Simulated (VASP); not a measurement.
Set up this calculation in VASP 6.6.1, as the native input.

- Task: single point
- Functional: PBE
- Potentials or basis: VASP PAW PBE potentials, release 64 (Tc_pv)
- Cutoff: 520 eV
- k mesh: 9 × 9 × 5
- Occupations: fermi-dirac, width 0.05 eV
- Spin: no spin polarisation
- Dipole correction: no
- Further INCAR settings: ALGO = Normal; EDIFF = 1e-06; NBANDS = 20

The structure of Tc lies in POSCAR:

```
Tc
1.0
    2.7225771188      0.0000000000      0.0000000000
   -1.3612885594      2.3578209487      0.0000000000
    0.0000000000      0.0000000000      4.3634239950
Tc
2
Direct
    0.3333333333      0.6666666667      0.2500000000
    0.6666666667      0.3333333333      0.7500000000
```

The input as run:

INCAR

```
ALGO     = Normal         # electronic algorithm
EDIFF    = 1E-6           # SCF threshold, eV
ENCUT    = 520            # plane-wave cutoff, eV
GGA      = PE             # functional
ISIF     = 2              # what is computed and relaxed
ISMEAR   = -1             # smearing method
LASPH    = True           # aspherical terms in the spheres
LCHARG   = False          # write CHGCAR
LREAL    = False          # projectors in reciprocal space
LWAVE    = False          # write WAVECAR
NBANDS   = 20             # bands
NELM     = 80             # most SCF steps
PREC     = Accurate       # precision mode
SIGMA    = 0.05           # smearing width, eV
```

KPOINTS

```
k-points
0
Gamma
  9 9 5
```

Potentials or basis: VASP PAW PBE potentials, release 64 (Tc_pv).

Command:

```sh
$ cat potpaw_PBE.64/Tc_pv/POTCAR > POTCAR
$ mpirun -np 1 vasp_std > vasp.out
```

It gave:

```yaml
Pressure: 9.3 GPa
Band_gap_on_the_k_mesh: zero (band 13 reaches 14.00 eV, above the bottom of band 14 at 11.67 eV)
```

Wall time 13 s on 1 thread of Intel(R) Xeon(R) Platinum 8259CL CPU @ 2.50GHz (Skylake/Cascade Lake), with other jobs on the host, peak memory 0.14 GiB.
